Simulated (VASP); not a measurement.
Set up this calculation in VASP 6.6.1, as the native input.

```yaml
Task: single point
Functional: PBE
Potentials_or_basis: VASP PAW PBE potentials, release 64 (Y_sv, Br, Ge_d)
Cutoff: 520 eV
k_mesh: 6 × 6 × 6
Occupations: fermi-dirac, width 0.1 eV
Spin: no spin polarisation
Dipole_correction: no
k_mesh_for_the_DOS: 9 × 9 × 9
Occupations_for_the_DOS: tetrahedron
Further_INCAR_settings: ALGO = Normal; EDIFF = 1e-07; NBANDS = 35
```

The system is Y3GeBr.

```
Y Br Ge
1.0
     3.73408    2.15587    3.16000
    -3.73408    2.15587    3.16000
     0.00000   -4.31175    3.16000
Y Br Ge
3 1 1
Direct
  0.50693 0.99874 0.50693
  0.50693 0.50693 0.99874
  0.99874 0.50693 0.50693
  0.01000 0.01000 0.01000
  0.53943 0.53943 0.53943
```

The input as run:

POSCAR

```
Y3GeBr
1.0
    3.7340820000      2.1558690000      3.1600000000
   -3.7340820000      2.1558690000      3.1600000000
    0.0000000000     -4.3117470000      3.1600000000
Y Br Ge
3 1 1
Direct
    0.5069300000      0.9987400000      0.5069300000
    0.5069300000      0.5069300000      0.9987400000
    0.9987400000      0.5069300000      0.5069300000
    0.0100000000      0.0100000000      0.0100000000
    0.5394300000      0.5394300000      0.5394300000
```

INCAR.step1

```
  ALGO = Normal
  EDIFF = 1E-7
  ENCUT = 520
  GGA = PE
  ISIF = 2
  ISMEAR = -1
  LASPH = T
  LCHARG = T
  LMAXMIX = 4
  LREAL = F
  LWAVE = F
  NBANDS = 35
  NELM = 80
  PREC = Accurate
  SIGMA = 0.1
```

KPOINTS.step1

```
k-points
0
Gamma
  6 6 6
```

INCAR.step2

```
  ALGO = Normal
  EDIFF = 1E-7
  ENCUT = 520
  GGA = PE
  ICHARG = 11
  ISIF = 2
  ISMEAR = -5
  LASPH = T
  LCHARG = F
  LMAXMIX = 4
  LORBIT = 11
  LREAL = F
  LWAVE = F
  NBANDS = 35
  NEDOS = 2001
  NELM = 80
  PREC = Accurate
  SIGMA = 0.1
```

KPOINTS.step2

```
k-points
0
Gamma
  9 9 9
```

Potentials or basis: VASP PAW PBE potentials, release 64 (Y_sv, Br, Ge_d).

The run is started by

```sh
$ cat potpaw_PBE.64/Y_sv/POTCAR potpaw_PBE.64/Br/POTCAR potpaw_PBE.64/Ge_d/POTCAR > POTCAR
$ cp INCAR.step1 INCAR
$ cp KPOINTS.step1 KPOINTS
$ mpirun -np 1 vasp_std > vasp.out
$ cp INCAR.step2 INCAR
$ cp KPOINTS.step2 KPOINTS
$ mpirun -np 1 vasp_std > vasp.out
```

Results of the run:

* Valence electrons inside the program's atomic spheres: Y 9.58; Br 4.74; Ge 12.78

It took 7.4 min on 1 thread of Intel(R) Xeon(R) Platinum 8259CL CPU @ 2.50GHz (Skylake/Cascade Lake), on a shared host, peak memory 0.56 GiB.
